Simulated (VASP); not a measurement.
# MgO (P6_3mc) in VASP: single point with PBEsol

Aim: the single point of MgO with PBEsol.

Program: VASP 6.6.1. These are calculated values, not measurements. Logs are shortened: lines on timing, memory, paths and dates and some standing lists are left out, and cuts for length are marked.

## 1. The cell of the first run

The structure is hexagonal, space group P6_3mc (No. 186). Conventional cell: a = 3.308 Å, b = 3.308 Å, c = 4.983 Å, α = 90.00°, β = 90.00°, γ = 120.00°. Within 2.6 Å of Mg (site symmetry 3m) lie 4 O at 1.97 to 1.99 Å. Within 2.6 Å of O (site symmetry 3m) lie 4 Mg at 1.97 to 1.99 Å.

## 2. Single point, PBEsol

Input file INCAR:

```
SYSTEM = MgO
PREC = Accurate ; ENCUT = 600
EDIFF = 1E-6 ; ISMEAR = -1
SIGMA = 0.05 ; LREAL = .FALSE.
LASPH = .TRUE. ; NELM = 120
ALGO = Normal ; ISIF = 2
LWAVE = .FALSE. ; LCHARG = .FALSE.
GGA = PS ; NBANDS = 16
GGA_COMPAT = .FALSE.
```

Input file KPOINTS:

```
regular mesh
0
G
  5 5 3
  0 0 0
```

Input file POSCAR:

```
MgO
1.0
    3.3077900000      0.0000000000      0.0000000000
   -1.6538900000      2.8646300000      0.0000000000
    0.0000000000      0.0000000000      4.9828800000
Mg O
2 2
Direct
    0.3333333333      0.6666666667      0.0021600000
    0.6666666667      0.3333333333      0.5021600000
    0.3333333333      0.6666666667      0.4024400000
    0.6666666667      0.3333333333      0.9024400000
```

Potentials or basis: VASP PAW PBE potentials, release 64 (Mg, O).

Launch:

```console
> cat potpaw_PBE.64/Mg/POTCAR potpaw_PBE.64/O/POTCAR > POTCAR
> mpirun -np 1 vasp_std > vasp.out
```

OUTCAR:

```text
SYSTEM = MgO
   PREC = Accurate
   ENCUT = 600
   EDIFF = 1E-6
   ISMEAR = -1
   LREAL = .FALSE.
   LASPH = .TRUE.
   NELM = 120
   ISIF = 2
   GGA = PS

 ion  position               nearest neighbor table
   1  0.333  0.667  0.002-   4 1.97   4 1.97   4 1.97   3 1.99   2 3.14   2 3.14   2 3.14   2 3.14
                             2 3.14   2 3.14
   2  0.667  0.333  0.502-   3 1.97   3 1.97   3 1.97   4 1.99   1 3.14   1 3.14   1 3.14   1 3.14
                             1 3.14   1 3.14
   3  0.333  0.667  0.402-   2 1.97   2 1.97   2 1.97   1 1.99
   4  0.667  0.333  0.902-   1 1.97   1 1.97   1 1.97   2 1.99

  LATTYP: Found a hexagonal cell.
 ALAT       =     3.3077900000
 C/A-ratio  =     1.5064076014

  Lattice vectors:

 A1 = (   3.3077900000,   0.0000000000,   0.0000000000)
 A2 = (  -1.6538900000,   2.8646300000,   0.0000000000)
 A3 = (   0.0000000000,   0.0000000000,   4.9828800000)

Analysis of symmetry for initial positions (statically):
=====================================================================
 Subroutine PRICEL returns:
 Original cell was already a primitive cell.

 Routine SETGRP: Setting up the symmetry group for a
 hexagonal supercell.

 Subroutine GETGRP returns: Found 12 space group operations
 (whereof  6 operations were pure point group operations)
 out of a pool of 24 trial point group operations.

The static configuration has the point symmetry C_3v.
 The point group associated with its full space group is C_6v.

Analysis of symmetry for dynamics (positions and initial velocities):
=====================================================================
 Subroutine PRICEL returns:
 Original cell was already a primitive cell.

 Routine SETGRP: Setting up the symmetry group for a
 hexagonal supercell.

 Subroutine GETGRP returns: Found 12 space group operations
 (whereof  6 operations were pure point group operations)
 out of a pool of 24 trial point group operations.

The dynamic configuration has the point symmetry C_3v.
 The point group associated with its full space group is C_6v.

 Subroutine INISYM returns: Found 12 space group operations
 (whereof  6 operations are pure point group operations),
 and found     1 'primitive' translations

----------------------------------------------------------------------------------------

                                     Primitive cell

  volume of cell :      47.2158

  direct lattice vectors                    reciprocal lattice vectors
     3.307790000  0.000000000  0.000000000     0.302316653  0.174542083  0.000000000
    -1.653890000  2.864630000  0.000000000     0.000000000  0.349085222  0.000000000
     0.000000000  0.000000000  4.982880000     0.000000000  0.000000000  0.200687153

  length of vectors
     3.307790000  3.307787352  4.982880000     0.349084943  0.349085222  0.200687153

  position of ions in fractional coordinates (direct lattice)
     0.333333333  0.666666667  0.002160000
     0.666666667  0.333333333  0.502160000
     0.333333333  0.666666667  0.402440000
     0.666666667  0.333333333  0.902440000

  ion indices of the primitive-cell ions
   primitive index   ion index
                 1           1
                 2           2
                 3           3
                 4           4

----------------------------------------------------------------------------------------

 KPOINTS: regular mesh

Automatic generation of k-mesh.
 Grid dimensions read from file:
 generate k-points for:    5    5    3

 Generating k-lattice:

  Cartesian coordinates                     Fractional coordinates (reciprocal lattice)
     0.060463331  0.034908417  0.000000000     0.200000000  0.000000000  0.000000000
     0.000000000  0.069817044  0.000000000     0.000000000  0.200000000  0.000000000
     0.000000000  0.000000000  0.066895718     0.000000000  0.000000000  0.333333333

  Length of vectors
     0.069816989  0.069817044  0.066895718

  Shift w.r.t. Gamma in fractional coordinates (k-lattice)
     0.000000000  0.000000000  0.000000000

 Subroutine IBZKPT returns following result:
 ===========================================

 Found     10 irreducible k-points:

 Following reciprocal coordinates:
            Coordinates               Weight
  0.000000  0.000000  0.000000      1.000000
  0.200000  0.000000  0.000000      6.000000
  0.400000  0.000000  0.000000      6.000000
  0.200000  0.200000  0.000000      6.000000
  0.400000  0.200000  0.000000      6.000000
  0.000000  0.000000  0.333333      2.000000
  0.200000  0.000000  0.333333     12.000000
  0.400000  0.000000  0.333333     12.000000
  0.200000  0.200000  0.333333     12.000000
  0.400000  0.200000  0.333333     12.000000
   k-points           NKPTS =     10   k-points in BZ     NKDIM =     10   number of bands    NBANDS=     16
   number of dos      NEDOS =    301   number of ions     NIONS =      4
   total plane-waves  NPLWV =  31360
   dimension x,y,z NGX =    28 NGY =   28 NGZ =   40
   dimension x,y,z NGXF=    56 NGYF=   56 NGZF=   80
   ions per type =               2   2
   NGX,Y,Z   is equivalent  to a cutoff of  14.07, 14.07, 13.35 a.u.
   NGXF,Y,Z  is equivalent  to a cutoff of  28.14, 28.15, 26.69 a.u.
 SYSTEM =  MgO
   PREC   = accura    normal or accurate (medium, high low for compatibility)
   ISTART =      0    job   : 0-new  1-cont  2-samecut
   ICHARG =      2    charge: 1-file 2-atom 10-const
   ISPIN  =      1    spin polarized calculation?
   LNONCOLLINEAR =      F non collinear calculations
   LSORBIT =      F    spin-orbit coupling
   LASPH  =      T    aspherical Exc in radial PAW
   ENCUT  =  600.0 eV  44.10 Ry    6.64 a.u.   6.61  6.61  9.95*2*pi/ulx,y,z
   NELM   =    120;   NELMIN=  2; NELMDL= -5     # of ELM steps
   EDIFF  = 0.1E-05   stopping-criterion for ELM
   LREAL  =      F    real-space projection
   EDIFFG = 0.1E-04   stopping-criterion for IOM
   NSW    =      0    number of steps for IOM
   IBRION =     -1    ionic relax: 0-MD 1-quasi-New 2-CG
   NFREE  =      0    steps in history (QN), initial steepest desc. (CG)
   ISIF   =      2    stress and relaxation
   ISYM   =      2    0-nonsym 1-usesym 2-fastsym
   POTIM  = 0.5000    time-step for ionic-motion
   TEBEG  =    0.0;   TEEND  =   0.0 temperature during run
   PSTRESS=    0.0 pullay stress
   NELECT =      16.0000    total number of electrons
   NUPDOWN=      -1.0000    fix difference up-down
   EMIN   =  10.00;   EMAX   =-10.00  energy-range for DOS
[... 5 lines left out ...]
     AMIX     =   0.40;   BMIX     =  1.00
     AMIX_MAG =   1.60;   BMIX_MAG =  1.00
  volume/ion in A,a.u.               =      11.80        79.66
  Fermi-wavevector in a.u.,A,eV,Ry     =   1.141351  2.156840 17.724064  1.302682
  Thomas-Fermi vector in A             =   2.278051
   LORBIT       =      0    0 simple, 1 ext, 2 COOP (PROOUT), +10 PAW based schemes
   GGA     = PS    functional components
   LHFCALC =     F    Hartree Fock is set to
   AEXX    =    0.0000 exact exchange contribution
   IVDW    =     0    specifies the selected vdW correction
   LEPSILON=     F    determine dielectric tensor
   LRPA    =     F    only Hartree local field effects (RPA)
 non-spin polarized calculation
  energy-cutoff  :      600.00
  volume of cell :       47.22
 maximum number of plane-waves:      1604
 NGX is ok and might be reduce to    28
   NGX = 13   NGY = 13   NGZ = 19

 number of electron      15.9999999 magnetization

 Free energy of the ion-electron system (eV)
  ---------------------------------------------------
  ext. energy  EPLUGINS =         0.00000000
  ---------------------------------------------------
  free energy    TOTEN  =       -24.55464279 eV

  energy without entropy =      -24.55464279  energy(sigma->0) =      -24.55464279

 E-fermi :   2.0282     XC(G=0):  -9.9790

 val. band max:        1.0321602385   @ k =   0.0000   0.0000   0.0000
 cond. band min:       4.3763574997   @ k =   0.0000   0.0000   0.0000
 fundamental gap:      3.3441972612
 Fermi energy:         2.0281531209

 k-point     1 :       0.0000    0.0000    0.0000
  band No.  band energies     occupation
      1     -15.1658      2.00000
      2     -14.3349      2.00000
      3      -2.3042      2.00000
      4       0.2364      2.00000
      5       0.2364      2.00000
      6       0.5818      2.00000
[... 8 lines left out ...]
     15      17.3634      0.00000
     16      17.3634      0.00000

 k-point     2 :       0.2000    0.0000    0.0000
  band No.  band energies     occupation
      1     -14.9745      2.00000
      2     -14.2781      2.00000
      3      -1.9265      2.00000
      4      -0.7048      2.00000
      5      -0.2434      2.00000
      6       0.0166      2.00000
[... 8 lines left out ...]
     15      16.1687      0.00000
     16      16.4533      0.00000

 k-point     3 :       0.4000    0.0000    0.0000
  band No.  band energies     occupation
      1     -14.5953      2.00000
      2     -14.2369      2.00000
      3      -1.9513      2.00000
      4      -1.1134      2.00000
      5      -0.9771      2.00000
      6      -0.2586      2.00000
[... 8 lines left out ...]
     15      15.1349      0.00000
     16      16.7079      0.00000

 k-point     4 :       0.2000    0.2000    0.0000
  band No.  band energies     occupation
      1     -14.6836      2.00000
      2     -14.2319      2.00000
      3      -1.5069      2.00000
      4      -1.3043      2.00000
      5      -0.9396      2.00000
      6      -0.2188      2.00000
[... 8 lines left out ...]
     15      15.1186      0.00000
     16      16.9052      0.00000
[... 58 lines left out ...]
 k-point     8 :       0.4000    0.0000    0.3333
  band No.  band energies     occupation
      1     -14.5012      2.00000
      2     -14.3215      2.00000
      3      -2.1362      2.00000
      4      -1.7643      2.00000
      5      -0.1754      2.00000
      6      -0.0802      2.00000
[... 8 lines left out ...]
     15      15.5173      0.00000
     16      16.3911      0.00000

 k-point     9 :       0.2000    0.2000    0.3333
  band No.  band energies     occupation
      1     -14.5685      2.00000
      2     -14.3423      2.00000
      3      -1.7544      2.00000
      4      -1.6472      2.00000
      5      -0.3782      2.00000
      6      -0.1546      2.00000
[... 8 lines left out ...]
     15      15.0362      0.00000
     16      17.5426      0.00000

 k-point    10 :       0.4000    0.2000    0.3333
  band No.  band energies     occupation
      1     -14.3826      2.00000
      2     -14.3022      2.00000
      3      -1.9751      2.00000
      4      -1.6531      2.00000
      5      -0.9269      2.00000
      6      -0.3829      2.00000
[... 8 lines left out ...]
     15      15.1872      0.00000
     16      17.4727      0.00000

------------------------ aborting loop because EDIFF is reached ----------------------------------------

  FORCE on cell =-STRESS in cart. coord.  units (eV):
  Direction    XX          YY          ZZ          XY          YZ          ZX
  --------------------------------------------------------------------------------------
  -------------------------------------------------------------------------------------
  Total       -0.0351576     -0.0351576     -0.0214930     -0.0000001      0.0000000      0.0000000
  in kB       -1.1930078     -1.1930077     -0.7293256     -0.0000021      0.0000000      0.0000000
  external PRESSURE =      -1.0384470 kB  Pullay stress =       0.0000000 kB

 VOLUME and BASIS-vectors are now :
 -----------------------------------------------------------------------------
  energy-cutoff  :      600.00
  volume of cell :       47.22
      direct lattice vectors                 reciprocal lattice vectors
     3.307790000  0.000000000  0.000000000     0.302316653  0.174542083  0.000000000
    -1.653890000  2.864630000  0.000000000     0.000000000  0.349085222  0.000000000
     0.000000000  0.000000000  4.982880000     0.000000000  0.000000000  0.200687153

 POSITION                                       TOTAL-FORCE (eV/Angst)
 -----------------------------------------------------------------------------------
      0.00000      1.90975      0.01076        -0.000000      0.000000      0.009745
      1.65390      0.95488      2.50220         0.000000     -0.000000      0.009745
      0.00000      1.90975      2.00531         0.000000      0.000000     -0.009745
      1.65390      0.95488      4.49675        -0.000000      0.000000     -0.009745
 -----------------------------------------------------------------------------------
    total drift:                               -0.000000     -0.000000      0.001724

  FREE ENERGIE OF THE ION-ELECTRON SYSTEM (eV)
  ---------------------------------------------------
  free  energy   TOTEN  =       -24.5546427877 eV

  energy  without entropy=      -24.5546427876  energy(sigma->0) =      -24.55464279
```

Wall time 5.2 s (1 thread of Intel Xeon 6975P-C (Granite Rapids), shared host); peak memory 0.17 GiB.

Results:

| Property | Result |
| --- | --- |
| Free energy | -24.5546 eV |
| Pressure | -0.1 GPa |
| Largest force | 0.010 eV/Å |
| Band gap on the k mesh | 3.34 eV, direct |

Forces on the atoms (eV/Å):
```
Mg   0.000  0.000  0.010
Mg   0.000  0.000  0.010
O    0.000  0.000 -0.010
O    0.000  0.000 -0.010
```

Levels at points of the mesh, in eV from the valence-band top:
```csv
k point,band 5,band 6,band 7,band 8,band 9,band 10,band 11,band 12
"(0.00, 0.00, 0.00)",-0.80,-0.45,-0.45,0.00,3.34,8.40,10.22,13.95
```

Caveat: the k points lie up to 0.44 Å⁻¹ apart; the PAW data sets were made with another functional, which shifts forces and pressure a little. Expect the measured gap to be larger: semilocal functionals such as PBEsol lack the derivative discontinuity.
